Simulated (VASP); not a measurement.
# SiC (R3m) in VASP: further runs

The runs below take SiC through single point, with r2SCAN.

All numbers are computed with VASP 6.6.1; they aren't measurements. Logs are shortened: lines on timing, memory, paths and dates and some standing lists are left out, and cuts for length are marked.

### 1 The cell of the first run

The structure is trigonal, space group R3m (No. 160). The conventional cell has a = 3.874 Å, b = 3.874 Å, c = 4.744 Å, α = 90.00°, β = 90.00°, γ = 120.00°. Within 1.6 Å of Si (site symmetry 3m) lie 1 C at 1.19 Å. Within 1.6 Å of C (site symmetry 3m) lie 1 Si at 1.19 Å.

### 2 Single point, r2SCAN

POSCAR reads:

```
SiC
1.0
   -0.9130227875      1.8260455750      1.8260455750
    1.8260455750     -0.9130227875      1.8260455750
    1.8260455750      1.8260455750     -0.9130227875
Si C
1 1
Direct
    0.0000000000      0.0000000000      0.0000000000
    0.7500000000      0.7500000000      0.7500000000
```

INCAR.step1 reads:

```
PREC = Accurate
ENCUT = 520
ISMEAR = 0
SIGMA = 0.05
LREAL = F
LASPH = T
NELM = 100
NBANDS = 11
GGA = PE
ALGO = Normal
EDIFF = 1E-4
LWAVE = T
LCHARG = F
```

INCAR.step2 reads:

```
PREC = Accurate
ENCUT = 520
EDIFF = 1E-7
ISMEAR = 0
SIGMA = 0.05
LREAL = F
LASPH = T
NELM = 100
ALGO = Normal
ISIF = 2
LWAVE = F
LCHARG = F
METAGGA = R2SCAN
LMIXTAU = T
NBANDS = 11
ISTART = 1
```

KPOINTS reads:

```
Automatic mesh
0
Gamma
  12 12 12
```

Potentials or basis: VASP PAW PBE potentials, release 64 (Si, C).

Started as:

```sh
$ cat potpaw_PBE.64/Si/POTCAR potpaw_PBE.64/C/POTCAR > POTCAR
$ cp INCAR.step1 INCAR
$ mpirun -np 1 vasp_std > vasp.out
$ cp INCAR.step2 INCAR
$ mpirun -np 1 vasp_std > vasp.out
```

OUTCAR:

```text
PREC = Accurate
   ENCUT = 520
   EDIFF = 1E-7
   ISMEAR = 0
   LREAL = F
   LASPH = T
   NELM = 100
   ISIF = 2
   METAGGA = R2SCAN
   ISTART = 1

 ion  position               nearest neighbor table
   1  0.000  0.000  0.000-   2 1.19   2 2.27   2 2.27   2 2.27
   2  0.750  0.750  0.750-   1 1.19   1 2.27   1 2.27   1 2.27

 -----------------------------------------------------------------------------
|                                                                             |
|           W    W    AA    RRRRR   N    N  II  N    N   GGGG   !!!           |
|           W    W   A  A   R    R  NN   N  II  NN   N  G    G  !!!           |
|           W    W  A    A  R    R  N N  N  II  N N  N  G       !!!           |
|           W WW W  AAAAAA  RRRRR   N  N N  II  N  N N  G  GGG   !            |
|           WW  WW  A    A  R   R   N   NN  II  N   NN  G    G                |
|           W    W  A    A  R    R  N    N  II  N    N   GGGG   !!!           |
|                                                                             |
|     The distance between some ions is very small. Please check the          |
|     nearest-neighbor list in the OUTCAR file.                               |
|     I HOPE YOU KNOW WHAT YOU ARE DOING!                                     |
|                                                                             |
 -----------------------------------------------------------------------------

  LATTYP: Found a simple cubic cell.
 ALAT       =     2.7390683625

  Lattice vectors:

 A1 = (  -0.9130227875,   1.8260455750,   1.8260455750)
 A2 = (   1.8260455750,  -0.9130227875,   1.8260455750)
 A3 = (   1.8260455750,   1.8260455750,  -0.9130227875)

Analysis of symmetry for initial positions (statically):
=====================================================================
 Subroutine PRICEL returns:
 Original cell was already a primitive cell.

 Routine SETGRP: Setting up the symmetry group for a
 simple cubic supercell.

 Subroutine GETGRP returns: Found  6 space group operations
 (whereof  6 operations were pure point group operations)
 out of a pool of 48 trial point group operations.

The static configuration has the point symmetry C_3v.

Analysis of symmetry for dynamics (positions and initial velocities):
=====================================================================
 Subroutine PRICEL returns:
 Original cell was already a primitive cell.

 Routine SETGRP: Setting up the symmetry group for a
 simple cubic supercell.

 Subroutine GETGRP returns: Found  6 space group operations
 (whereof  6 operations were pure point group operations)
 out of a pool of 48 trial point group operations.
[... 108 lines left out ...]
   ISYM   =      2    0-nonsym 1-usesym 2-fastsym
   POTIM  = 0.5000    time-step for ionic-motion
   TEBEG  =    0.0;   TEEND  =   0.0 temperature during run
   PSTRESS=    0.0 pullay stress
   NELECT =       8.0000    total number of electrons
   NUPDOWN=      -1.0000    fix difference up-down
   EMIN   =  10.00;   EMAX   =-10.00  energy-range for DOS
   EFERMI =   0.00;   METHOD = LEGACY
   ISMEAR =     0;   SIGMA  =   0.05  broadening in eV -4-tet -1-fermi 0-gaus
   EFERMI_NEDOS =   21; number of points for ismear=-14 and -15
   IALGO  =     38    algorithm
   IMIX   =      4    mixing-type and parameters
     AMIX     =   0.40;   BMIX     =  1.00
     AMIX_MAG =   1.60;   BMIX_MAG =  1.00
  volume/ion in A,a.u.               =      10.27        69.34
  Fermi-wavevector in a.u.,A,eV,Ry     =   1.195369  2.258920 19.441458  1.428907
  Thomas-Fermi vector in A             =   2.331336
   LORBIT       =      0    0 simple, 1 ext, 2 COOP (PROOUT), +10 PAW based schemes
   METAGGA = R2SCAN    functional components
   LHFCALC =     F    Hartree Fock is set to
   AEXX    =    0.0000 exact exchange contribution
   IVDW    =     0    specifies the selected vdW correction
   LEPSILON=     F    determine dielectric tensor
   LRPA    =     F    only Hartree local field effects (RPA)
 non-spin polarized calculation
 Gauss-broadening in eV      SIGMA  =   0.05
  energy-cutoff  :      520.00
  volume of cell :       20.55
 maximum number of plane-waves:       568
   NGX = 11   NGY = 11   NGZ = 11

 number of electron       8.0000001 magnetization

 Free energy of the ion-electron system (eV)
  ---------------------------------------------------
  ext. energy  EPLUGINS =         0.00000000
  ---------------------------------------------------
  free energy    TOTEN  =        -3.18413547 eV

  energy without entropy =       -3.18344722  energy(sigma->0) =       -3.18379135

 E-fermi :   8.5074     XC(G=0): -11.8990

 val. band max:        8.4968332208   @ k =  -0.0833   0.5000   0.0833
 cond. band min:       8.5356906411   @ k =   0.4167   0.1667  -0.0000
 fundamental gap:      0.0388574203
 Fermi energy:         8.5074416965

 k-point     1 :       0.0000    0.0000    0.0000
  band No.  band energies     occupation
      1      -8.6312      2.00000
      2       6.6010      2.00000
      3       6.7115      2.00000
      4       6.7115      2.00000
      5       9.8448      0.00000
      6      13.6123      0.00000
      7      13.6123      0.00000
      8      25.2155      0.00000
      9      25.2156      0.00000
     10      26.3481      0.00000
     11      28.7196      0.00000
[... 309 lines left out ...]
 k-point    24 :      -0.1667    0.3333    0.0000
  band No.  band energies     occupation
      1      -6.6291      2.00000
      2       0.7341      2.00000
      3       5.2941      2.00000
      4       8.4202      1.98639
      5      11.2262      0.00000
      6      14.7956      0.00000
      7      17.4338      0.00000
      8      20.0244      0.00000
      9      22.9622      0.00000
     10      23.9399      0.00000
     11      27.2681      0.00000

 [... further k-points ...]
[... 5 lines left out ...]
  --------------------------------------------------------------------------------------
  -------------------------------------------------------------------------------------
  Total       23.9677598     23.9677598     23.9677598     26.8520087     26.8520087     26.8520087
  in kB     1868.6562189   1868.6562189   1868.6562189   2093.5278718   2093.5278718   2093.5278718
  external PRESSURE =    1868.6562189 kB  Pullay stress =       0.0000000 kB

 VOLUME and BASIS-vectors are now :
 -----------------------------------------------------------------------------
  energy-cutoff  :      520.00
  volume of cell :       20.55
      direct lattice vectors                 reciprocal lattice vectors
    -0.913022787  1.826045575  1.826045575    -0.121695879  0.243391759  0.243391759
     1.826045575 -0.913022787  1.826045575     0.243391759 -0.121695879  0.243391759
     1.826045575  1.826045575 -0.913022787     0.243391759  0.243391759 -0.121695879

 POSITION                                       TOTAL-FORCE (eV/Angst)
 -----------------------------------------------------------------------------------
      0.00000      0.00000      0.00000        35.943181     35.943181     35.943181
      2.05430      2.05430      2.05430       -35.943181    -35.943181    -35.943181
 -----------------------------------------------------------------------------------
    total drift:                                0.000208      0.000208      0.000208

  FREE ENERGIE OF THE ION-ELECTRON SYSTEM (eV)
  ---------------------------------------------------
  free  energy   TOTEN  =        -3.1841354749 eV

  energy  without entropy=       -3.1834472171  energy(sigma->0) =       -3.18379135
```

OUTCAR.step1:

```text
PREC = Accurate
   ENCUT = 520
   ISMEAR = 0
   LREAL = F
   LASPH = T
[... 571 lines left out ...]
 -----------------------------------------------------------------------------------
      0.00000      0.00000      0.00000        36.029517     36.029517     36.029517
      2.05430      2.05430      2.05430       -36.029517    -36.029517    -36.029517
 -----------------------------------------------------------------------------------
    total drift:                               -0.007875     -0.007875     -0.007875

  FREE ENERGIE OF THE ION-ELECTRON SYSTEM (eV)
  ---------------------------------------------------
  free  energy   TOTEN  =         0.8214312847 eV

  energy  without entropy=        0.8227264597  energy(sigma->0) =        0.82207887
```

OSZICAR.step1:

```text
N       E                     dE             d eps       ncg     rms          rms(c)
DAV:   1     0.182024720273E+02    0.18202E+02   -0.40662E+03  4318   0.615E+02
DAV:   2    -0.555894232980E+01   -0.23761E+02   -0.22504E+02  5145   0.118E+02
DAV:   3    -0.639987863374E+01   -0.84094E+00   -0.83958E+00  5084   0.199E+01
DAV:   4    -0.640310332460E+01   -0.32247E-02   -0.32245E-02  4694   0.160E+00
DAV:   5    -0.640311986310E+01   -0.16538E-04   -0.16538E-04  5183   0.106E-01    0.159E+01
DAV:   6     0.605108383324E+00    0.70082E+01   -0.32231E+01  4284   0.244E+01    0.519E+00
DAV:   7     0.785158989459E+00    0.18005E+00   -0.10609E+00  4791   0.666E+00    0.281E+00
DAV:   8     0.820247612158E+00    0.35089E-01   -0.12776E-01  4694   0.203E+00    0.870E-01
DAV:   9     0.821343181552E+00    0.10956E-02   -0.70866E-03  4923   0.564E-01    0.218E-01
DAV:  10     0.821431284743E+00    0.88103E-04   -0.40609E-04  4494   0.117E-01
   1 F= 0.82143128E+00 E0= 0.82207887E+00  d E =-.129517E-02
```

Run time: 72 s. Hardware: 1 thread of AMD EPYC 9R14 (Zen 4), shared host; peak memory 0.12 GiB.

What came out:

```yaml
Free_energy: -3.1841 eV
Pressure: 186.9 GPa
Largest_force: 62.255 eV/Å
Band_gap_on_the_k_mesh: zero (band 4 reaches 8.69 eV, above the bottom of band 5 at 7.80 eV)
```

Forces on the atoms (eV/Å):
```
Si   35.943  35.943  35.943
C   -35.943 -35.943 -35.943
```

Stress tensor (GPa, compression positive):
```
186.87 209.35 209.35
209.35 186.87 209.35
209.35 209.35 186.87
```

Levels at points of the mesh, in eV from the Fermi level:
| k point | band 1 | band 2 | band 3 | band 4 | band 5 | band 6 | band 7 | band 8 |
| --- | --- | --- | --- | --- | --- | --- | --- | --- |
| (0.00, 0.00, 0.00) | -17.14 | -1.91 | -1.80 | -1.80 | 1.34 | 5.10 | 5.10 | 16.71 |
| (0.50, 0.00, 0.00) | -14.62 | -9.82 | -0.65 | -0.22 | 2.82 | 7.28 | 7.74 | 11.93 |
| (0.50, 0.50, 0.00) | -12.51 | -7.62 | -6.82 | -1.96 | 1.04 | 6.43 | 9.51 | 13.05 |
| (0.50, 0.50, 0.50) | -10.85 | -5.75 | -5.75 | -3.35 | 0.30 | 2.30 | 2.30 | 6.47 |

Caveat: the PAW data sets were made with another functional, which shifts forces and pressure a little.

(Part 1 of 2 ends here.)
